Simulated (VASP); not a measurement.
# Si2Mo (pbe) (I4/mmm) in VASP: single point with PBE

Aim: the single point of Si2Mo (pbe) with PBE.

Everything below comes from runs of VASP 6.6.1. Logs are shortened: lines on timing, memory, paths and dates and some standing lists are left out, and cuts for length are marked.

## Step 1: The cell of the first run

The structure is tetragonal, space group I4/mmm (No. 139). The conventional cell has a = 3.204 Å, b = 3.204 Å, c = 7.816 Å, α = 90.00°, β = 90.00°, γ = 90.00°. Within 3.4 Å of Si (site symmetry 4mm) lie 9 Si at 2.57 to 3.20 Å and 5 Mo at 2.61 to 2.62 Å. Within 3.4 Å of Mo (site symmetry 4/mmm) lie 10 Si at 2.61 to 2.62 Å and 4 Mo at 3.20 Å.

## Step 2: Single point, PBE

File INCAR:

```
SYSTEM = Si2Mo
  PREC = Accurate
  ENCUT = 520
  EDIFF = 1E-6
  ISMEAR = 0
  SIGMA = 0.1
  LREAL = .False.
  LASPH = .True.
  NELM = 100
  ALGO = Normal
  ISIF = 2
  LWAVE = .False.
  LCHARG = .False.
  GGA = PE
  NBANDS = 18
```

File KPOINTS:

```
regular mesh
0
Gamma
  8 8 8
  0 0 0
```

File POSCAR:

```
Si2Mo
1.0
   -1.6021322800      1.6021322800      3.9080959800
    1.6021322800     -1.6021322800      3.9080959800
    1.6021322800      1.6021322800     -3.9080959800
Si Mo
2 1
Direct
    0.6645706300      0.6645706300      0.0000000000
    0.3354293700      0.3354293700      0.0000000000
    0.0000000000      0.0000000000      0.0000000000
```

Potentials or basis: VASP PAW PBE potentials, release 64 (Si, Mo_sv).

Launch:

```console
$ cat potpaw_PBE.64/Si/POTCAR potpaw_PBE.64/Mo_sv/POTCAR > POTCAR
$ mpirun -np 1 vasp_std > vasp.out
```

OUTCAR:

```text
SYSTEM = Si2Mo
   PREC = Accurate
   ENCUT = 520
   EDIFF = 1E-6
   ISMEAR = 0
   LREAL = .False.
   LASPH = .True.
   NELM = 100
   ISIF = 2
   GGA = PE

 ion  position               nearest neighbor table
   1  0.665  0.665  0.000-   2 2.57   3 2.61   3 2.61   3 2.61   3 2.61   3 2.62   2 2.63   2 2.63
                             2 2.63   2 2.63
   2  0.335  0.335  0.000-   1 2.57   3 2.61   3 2.61   3 2.61   3 2.61   3 2.62   1 2.63   1 2.63
                             1 2.63   1 2.63
   3  0.000  0.000  0.000-   2 2.61   1 2.61   1 2.61   1 2.61   1 2.61   2 2.61   2 2.61   2 2.61
                             1 2.62   2 2.62

  LATTYP: Found a body centered tetragonal cell.
 ALAT       =     3.2042645600
 C/A-ratio  =     2.4393091811

  Lattice vectors:

 A1 = (  -1.6021322800,   1.6021322800,   3.9080959800)
 A2 = (   1.6021322800,  -1.6021322800,   3.9080959800)
 A3 = (   1.6021322800,   1.6021322800,  -3.9080959800)

Analysis of symmetry for initial positions (statically):
=====================================================================
 Subroutine PRICEL returns:
 Original cell was already a primitive cell.

 Routine SETGRP: Setting up the symmetry group for a
 body centered tetragonal supercell.

 Subroutine GETGRP returns: Found 16 space group operations
 (whereof 16 operations were pure point group operations)
 out of a pool of 16 trial point group operations.

The static configuration has the point symmetry D_4h.

Analysis of symmetry for dynamics (positions and initial velocities):
=====================================================================
 Subroutine PRICEL returns:
 Original cell was already a primitive cell.

 Routine SETGRP: Setting up the symmetry group for a
 body centered tetragonal supercell.

 Subroutine GETGRP returns: Found 16 space group operations
 (whereof 16 operations were pure point group operations)
 out of a pool of 16 trial point group operations.

The dynamic configuration has the point symmetry D_4h.

 Subroutine INISYM returns: Found 16 space group operations
 (whereof 16 operations are pure point group operations),
 and found     1 'primitive' translations

----------------------------------------------------------------------------------------

                                     Primitive cell

  volume of cell :      40.1256

  direct lattice vectors                    reciprocal lattice vectors
    -1.602132280  1.602132280  3.908095980     0.000000000  0.312084093  0.127939539
     1.602132280 -1.602132280  3.908095980     0.312084093  0.000000000  0.127939539
     1.602132280  1.602132280 -3.908095980     0.312084093  0.312084093  0.000000000

  length of vectors
     4.517396360  4.517396360  4.517396360     0.337290686  0.337290686  0.441353557

  position of ions in fractional coordinates (direct lattice)
     0.664570630  0.664570630  0.000000000
     0.335429370  0.335429370  0.000000000
     0.000000000  0.000000000  0.000000000

  ion indices of the primitive-cell ions
   primitive index   ion index
                 1           1
                 2           2
                 3           3

----------------------------------------------------------------------------------------

 KPOINTS: regular mesh

Automatic generation of k-mesh.
 Grid dimensions read from file:
 generate k-points for:    8    8    8

 Generating k-lattice:

  Cartesian coordinates                     Fractional coordinates (reciprocal lattice)
     0.000000000  0.039010512  0.015992442     0.125000000  0.000000000 -0.000000000
     0.039010512  0.000000000  0.015992442     0.000000000  0.125000000 -0.000000000
     0.039010512  0.039010512  0.000000000     0.000000000  0.000000000  0.125000000

  Length of vectors
     0.042161336  0.042161336  0.055169195

  Shift w.r.t. Gamma in fractional coordinates (k-lattice)
     0.000000000  0.000000000  0.000000000

 Subroutine IBZKPT returns following result:
 ===========================================

 Found     59 irreducible k-points:

 Following reciprocal coordinates:
            Coordinates               Weight
  0.000000  0.000000  0.000000      1.000000
  0.125000  0.000000 -0.000000      8.000000
  0.250000  0.000000 -0.000000      8.000000
  0.375000  0.000000 -0.000000      8.000000
  0.500000  0.000000 -0.000000      4.000000
  0.125000  0.125000 -0.000000      8.000000
[... 16 lines left out ...]
  0.250000  0.125000  0.125000     16.000000
  0.375000  0.125000  0.125000      8.000000
 [... further k-points ...]
   k-points           NKPTS =     59   k-points in BZ     NKDIM =     59   number of bands    NBANDS=     18
   number of dos      NEDOS =    301   number of ions     NIONS =      3
   total plane-waves  NPLWV =  46656
   dimension x,y,z NGX =    36 NGY =   36 NGZ =   36
   dimension x,y,z NGXF=    72 NGYF=   72 NGZF=   72
   ions per type =               2   1
   NGX,Y,Z   is equivalent  to a cutoff of  13.25, 13.25, 13.25 a.u.
   NGXF,Y,Z  is equivalent  to a cutoff of  26.50, 26.50, 26.50 a.u.
 SYSTEM =  Si2Mo
   PREC   = accura    normal or accurate (medium, high low for compatibility)
   ISTART =      0    job   : 0-new  1-cont  2-samecut
   ICHARG =      2    charge: 1-file 2-atom 10-const
   ISPIN  =      1    spin polarized calculation?
   LNONCOLLINEAR =      F non collinear calculations
   LSORBIT =      F    spin-orbit coupling
   LASPH  =      T    aspherical Exc in radial PAW
   ENCUT  =  520.0 eV  38.22 Ry    6.18 a.u.   8.40  8.40  8.40*2*pi/ulx,y,z
   NELM   =    100;   NELMIN=  2; NELMDL= -5     # of ELM steps
   EDIFF  = 0.1E-05   stopping-criterion for ELM
   LREAL  =      F    real-space projection
   EDIFFG = 0.1E-04   stopping-criterion for IOM
   NSW    =      0    number of steps for IOM
   IBRION =     -1    ionic relax: 0-MD 1-quasi-New 2-CG
   NFREE  =      0    steps in history (QN), initial steepest desc. (CG)
   ISIF   =      2    stress and relaxation
   ISYM   =      2    0-nonsym 1-usesym 2-fastsym
   POTIM  = 0.5000    time-step for ionic-motion
   TEBEG  =    0.0;   TEEND  =   0.0 temperature during run
   PSTRESS=    0.0 pullay stress
   NELECT =      22.0000    total number of electrons
   NUPDOWN=      -1.0000    fix difference up-down
   EMIN   =  10.00;   EMAX   =-10.00  energy-range for DOS
   EFERMI =   0.00;   METHOD = LEGACY
   ISMEAR =     0;   SIGMA  =   0.10  broadening in eV -4-tet -1-fermi 0-gaus
   EFERMI_NEDOS =   21; number of points for ismear=-14 and -15
   IALGO  =     38    algorithm
   IMIX   =      4    mixing-type and parameters
     AMIX     =   0.40;   BMIX     =  1.00
     AMIX_MAG =   1.60;   BMIX_MAG =  1.00
  volume/ion in A,a.u.               =      13.38        90.26
  Fermi-wavevector in a.u.,A,eV,Ry     =   1.339908  2.532060 24.427277  1.795354
  Thomas-Fermi vector in A             =   2.468263
   LORBIT       =      0    0 simple, 1 ext, 2 COOP (PROOUT), +10 PAW based schemes
   GGA     = PE    functional components
   LHFCALC =     F    Hartree Fock is set to
   AEXX    =    0.0000 exact exchange contribution
   IVDW    =     0    specifies the selected vdW correction
   LEPSILON=     F    determine dielectric tensor
   LRPA    =     F    only Hartree local field effects (RPA)
 non-spin polarized calculation
 Gauss-broadening in eV      SIGMA  =   0.10
  energy-cutoff  :      520.00
  volume of cell :       40.13
 maximum number of plane-waves:      1104
 NGX is ok and might be reduce to    36
   NGX = 17   NGY = 17   NGZ = 17

 number of electron      22.0000000 magnetization

 Free energy of the ion-electron system (eV)
  ---------------------------------------------------
  ext. energy  EPLUGINS =         0.00000000
  ---------------------------------------------------
  free energy    TOTEN  =       -23.25747971 eV

  energy without entropy =      -23.25677093  energy(sigma->0) =      -23.25712532

 E-fermi :  12.2398     XC(G=0): -12.4400

 val. band max:       12.0234607647   @ k =   0.5000   0.5000   0.3750
 cond. band min:      12.2873482217   @ k =  -0.3750   0.5000   0.3750
 fundamental gap:      0.2638874570
 Fermi energy:        12.2398136497

 k-point     1 :       0.0000    0.0000    0.0000
  band No.  band energies     occupation
      1     -48.4167      2.00000
      2     -22.5676      2.00000
      3     -22.4965      2.00000
      4     -22.4965      2.00000
      5      -1.1367      2.00000
      6       5.8902      2.00000
[... 10 lines left out ...]
     17      17.4588      0.00000
     18      17.4588      0.00000

 k-point     2 :       0.1250    0.0000   -0.0000
  band No.  band energies     occupation
      1     -48.4140      2.00000
      2     -22.5649      2.00000
      3     -22.5345      2.00000
      4     -22.4930      2.00000
      5      -0.8535      2.00000
      6       5.8926      2.00000
[... 10 lines left out ...]
     17      17.7424      0.00000
     18      18.8563      0.00000

 k-point     3 :       0.2500    0.0000   -0.0000
  band No.  band energies     occupation
      1     -48.4075      2.00000
      2     -22.6253      2.00000
      3     -22.5580      2.00000
      4     -22.4844      2.00000
      5      -0.0367      2.00000
      6       5.5332      2.00000
[... 10 lines left out ...]
     17      19.1390      0.00000
     18      21.2669      0.00000

 k-point     4 :       0.3750    0.0000   -0.0000
  band No.  band energies     occupation
      1     -48.4010      2.00000
      2     -22.7146      2.00000
      3     -22.5512      2.00000
      4     -22.4759      2.00000
      5       1.2184      2.00000
      6       4.3162      2.00000
[... 10 lines left out ...]
     17      19.0648      0.00000
     18      20.8327      0.00000

 k-point     5 :       0.5000    0.0000   -0.0000
  band No.  band energies     occupation
      1     -48.3983      2.00000
      2     -22.7511      2.00000
      3     -22.5483      2.00000
      4     -22.4723      2.00000
      5       2.7345      2.00000
      6       2.7691      2.00000
[... 10 lines left out ...]
     17      18.6945      0.00000
     18      19.4426      0.00000

 k-point     6 :       0.1250    0.1250   -0.0000
  band No.  band energies     occupation
      1     -48.4113      2.00000
      2     -22.5636      2.00000
      3     -22.5329      2.00000
      4     -22.5283      2.00000
      5      -0.4986      2.00000
      6       5.5473      2.00000
[... 10 lines left out ...]
     17      18.8734      0.00000
     18      19.0837      0.00000

 k-point     7 :       0.2500    0.1250   -0.0000
  band No.  band energies     occupation
      1     -48.4049      2.00000
      2     -22.6209      2.00000
      3     -22.5568      2.00000
      4     -22.5212      2.00000
      5       0.3587      2.00000
      6       5.1457      2.00000
[... 10 lines left out ...]
     17      19.1456      0.00000
     18      20.6327      0.00000

 k-point     8 :       0.3750    0.1250   -0.0000
  band No.  band energies     occupation
      1     -48.3984      2.00000
      2     -22.7092      2.00000
      3     -22.5489      2.00000
      4     -22.5119      2.00000
      5       1.6090      2.00000
      6       4.2045      2.00000
[... 10 lines left out ...]
     17      19.7484      0.00000
     18      21.0514      0.00000
[... 229 lines left out ...]
     17      18.3155      0.00000
     18      20.7952      0.00000

 k-point    20 :      -0.3750    0.3750    0.0000
  band No.  band energies     occupation
      1     -48.3861      2.00000
      2     -22.6859      2.00000
      3     -22.6785      2.00000
      4     -22.5271      2.00000
      5       2.3397      2.00000
      6       5.9929      2.00000
[... 10 lines left out ...]
     17      17.5360      0.00000
     18      20.5405      0.00000

 k-point    21 :       0.5000    0.5000   -0.0000
  band No.  band energies     occupation
      1     -48.3809      2.00000
      2     -22.7130      2.00000
      3     -22.7093      2.00000
      4     -22.5206      2.00000
      5       3.1018      2.00000
      6       5.6191      2.00000
[... 10 lines left out ...]
     17      17.6639      0.00000
     18      20.0921      0.00000

 k-point    22 :       0.1250    0.1250    0.1250
  band No.  band energies     occupation
      1     -48.3986      2.00000
      2     -22.6140      2.00000
      3     -22.6040      2.00000
      4     -22.5450      2.00000
      5       0.7970      2.00000
      6       5.7674      2.00000
[... 10 lines left out ...]
     17      17.5528      0.00000
     18      20.7470      0.00000

 k-point    23 :       0.2500    0.1250    0.1250
  band No.  band energies     occupation
      1     -48.3923      2.00000
      2     -22.6958      2.00000
      3     -22.5975      2.00000
      4     -22.5376      2.00000
      5       1.9028      2.00000
      6       4.7472      2.00000
[... 10 lines left out ...]
     17      18.8751      0.00000
     18      20.4660      0.00000

 k-point    24 :       0.3750    0.1250    0.1250
  band No.  band energies     occupation
      1     -48.3896      2.00000
      2     -22.7312      2.00000
      3     -22.5929      2.00000
      4     -22.5345      2.00000
      5       2.9903      2.00000
      6       3.6171      2.00000
[... 10 lines left out ...]
     17      19.1276      0.00000
     18      20.7033      0.00000

 [... further k-points ...]

------------------------ aborting loop because EDIFF is reached ----------------------------------------

  FORCE on cell =-STRESS in cart. coord.  units (eV):
  Direction    XX          YY          ZZ          XY          YZ          ZX
  --------------------------------------------------------------------------------------
  -------------------------------------------------------------------------------------
  Total        0.7478120      0.7478120      1.1393536      0.0000000     -0.0000000      0.0000000
  in kB       29.8593989     29.8593989     45.4932689      0.0000000     -0.0000000      0.0000000
  external PRESSURE =      35.0706889 kB  Pullay stress =       0.0000000 kB

 VOLUME and BASIS-vectors are now :
 -----------------------------------------------------------------------------
  energy-cutoff  :      520.00
  volume of cell :       40.13
      direct lattice vectors                 reciprocal lattice vectors
    -1.602132280  1.602132280  3.908095980     0.000000000  0.312084093  0.127939539
     1.602132280 -1.602132280  3.908095980     0.312084093  0.000000000  0.127939539
     1.602132280  1.602132280 -3.908095980     0.312084093  0.312084093  0.000000000

 POSITION                                       TOTAL-FORCE (eV/Angst)
 -----------------------------------------------------------------------------------
      0.00000      0.00000      5.19441        -0.000000     -0.000000      0.075850
      0.00000      0.00000      2.62178         0.000000      0.000000     -0.075850
      0.00000      0.00000      0.00000        -0.000000     -0.000000     -0.000000
 -----------------------------------------------------------------------------------
    total drift:                                0.000000      0.000000     -0.000000

  FREE ENERGIE OF THE ION-ELECTRON SYSTEM (eV)
  ---------------------------------------------------
  free  energy   TOTEN  =       -23.2574797072 eV

  energy  without entropy=      -23.2567709267  energy(sigma->0) =      -23.25712532
```

It took 36 s on 1 thread of Intel Xeon 6975P-C (Granite Rapids), shared host; peak memory 0.21 GiB.

Results:

- Free energy: -23.2575 eV
- Pressure: 3.5 GPa
- Largest force: 0.076 eV/Å
- Band gap on the k mesh: zero (band 11 reaches 12.76 eV, above the bottom of band 12 at 11.80 eV)

Forces in eV/Å, atoms in the order of the input:
```
Si   0.000  0.000  0.076
Si   0.000  0.000 -0.076
Mo   0.000  0.000  0.000
```
